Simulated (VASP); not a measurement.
Write the native input for VASP 6.6.1 that does the following.

| Quantity | Value |
| --- | --- |
| Task | single point |
| Functional | PBE |
| Potentials or basis | VASP PAW PBE potentials, release 64 (Gd, O) |
| Cutoff | 800 eV |
| k mesh | 9 × 9 × 9 |
| Occupations | fermi-dirac, width 0.05 eV |
| Spin | no spin polarisation |
| Dipole correction | no |
| Second try | not_converged |
| Further INCAR settings | ALGO = All; EDIFF = 1e-06; NBANDS = 19 |

The structure of GdO lies in POSCAR:

```
GdO
1.0
    0.0000000000      2.7000000000      2.7000000000
    2.7000000000      0.0000000000      2.7000000000
    2.7000000000      2.7000000000      0.0000000000
Gd O
1 1
Direct
    0.0000000000      0.0000000000      0.0000000000
    0.7500000000      0.7500000000      0.7500000000
```

One way to write it, as run:

INCAR

```
PREC = Accurate ; ENCUT = 800
EDIFF = 1E-6 ; ISMEAR = -1
SIGMA = 0.05 ; LREAL = False
LASPH = True ; NELM = 300
ALGO = All ; ISIF = 2
LWAVE = False ; LCHARG = True
GGA = PE ; LVHAR = True
NBANDS = 19 ; GGA_COMPAT = False
LMAXMIX = 6 ; ISEARCH = 1
KPAR = 4
```

KPOINTS

```
regular mesh
0
Gamma
  9 9 9
```

Potentials or basis: VASP PAW PBE potentials, release 64 (Gd, O).

The run is started by

```bash
$ cat potpaw_PBE.64/Gd/POTCAR potpaw_PBE.64/O/POTCAR > POTCAR
$ mpirun -np 4 vasp_std > vasp.out
```

It gave:

| Quantity | Value |
| --- | --- |
| Pressure | -4.4 GPa |
| Band gap on the k mesh | zero (bands 12 and 13 overlap by 0.04 eV) |

Caveat: the cell stands under tension; spin-orbit coupling is left out, which moves the levels of the heavy elements; the run has no spin polarisation, though such a crystal can be magnetic; semilocal functionals describe open f shells poorly, which spoils levels, moments and volumes.

Wall time 82 s on 4 MPI ranks on Intel(R) Xeon(R) Platinum 8259CL CPU @ 2.50GHz (Skylake/Cascade Lake) (shared host), peak memory 0.29 GiB a rank.
